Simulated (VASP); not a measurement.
Here is a VASP 6.6.1 calculation.

Contents of INCAR:

```
SYSTEM = WC
PREC = Accurate
ENCUT = 520
EDIFF = 1E-6
ISMEAR = -1
SIGMA = 0.05
LREAL = Auto
LASPH = .TRUE.
NELM = 60
ALGO = Normal
ISIF = 2
LWAVE = .FALSE.
LCHARG = .FALSE.
GGA = PE
IBRION = 2
NSW = 45
EDIFFG = -0.08
KPAR = 2
```

KPOINTS

```
regular mesh
0
G
  3 3 1
  0 0 0
```

The input POSCAR:

```
WC
1.0
    5.7780000000      0.0000000000      0.0000000000
   -2.8890000000      5.0038950000      0.0000000000
    0.0000000000      0.0000000000     19.0675000000
W C
12 12
Selective dynamics
Direct
    0.0000000000      0.0000000000      0.0524453000  F F F
    0.0000000000      0.0000000000      0.2007080000  T T T
    0.0000000000      0.0000000000      0.3489708000  T T T
    0.0000000000      0.5000000000      0.0524453000  F F F
    0.0000000000      0.5000000000      0.2007080000  T T T
    0.0000000000      0.5000000000      0.3489708000  T T T
    0.5000000000      0.0000000000      0.0524453000  F F F
    0.5000000000      0.0000000000      0.2007080000  T T T
    0.5000000000      0.0000000000      0.3489708000  T T T
    0.5000000000      0.5000000000      0.0524453000  F F F
    0.5000000000      0.5000000000      0.2007080000  T T T
    0.5000000000      0.5000000000      0.3489708000  T T T
    0.3333333000      0.1666667000      0.1265766000  F F F
    0.3333333000      0.1666667000      0.2748394000  T T T
    0.3333333000      0.1666667000      0.4231021000  T T T
    0.3333333000      0.6666667000      0.1265766000  F F F
    0.3333333000      0.6666667000      0.2748394000  T T T
    0.3333333000      0.6666667000      0.4231021000  T T T
    0.8333333000      0.1666667000      0.1265766000  F F F
    0.8333333000      0.1666667000      0.2748394000  T T T
    0.8333333000      0.1666667000      0.4231021000  T T T
    0.8333333000      0.6666667000      0.1265766000  F F F
    0.8333333000      0.6666667000      0.2748394000  T T T
    0.8333333000      0.6666667000      0.4231021000  T T T
```

Potentials or basis: VASP PAW PBE potentials, release 64 (W_sv, C).

Run with:

```console
$ cat potpaw_PBE.64/W_sv/POTCAR potpaw_PBE.64/C/POTCAR > POTCAR
$ mpirun -np 2 vasp_std > vasp.out
```

(1) Predict the energy gained by relaxing.

(2) Estimate the band gap on the k mesh.

## Answers

(1) 149.0 meV/atom.

(2) zero (bands 108 and 109 overlap by 1.08 eV).

Caveat: the k points lie up to 0.42 Å⁻¹ apart, too coarse for converged energies and pressures of a metal; there is no dipole correction, which matters where the two faces differ; spin-orbit coupling is left out, which moves the levels of the heavy elements.
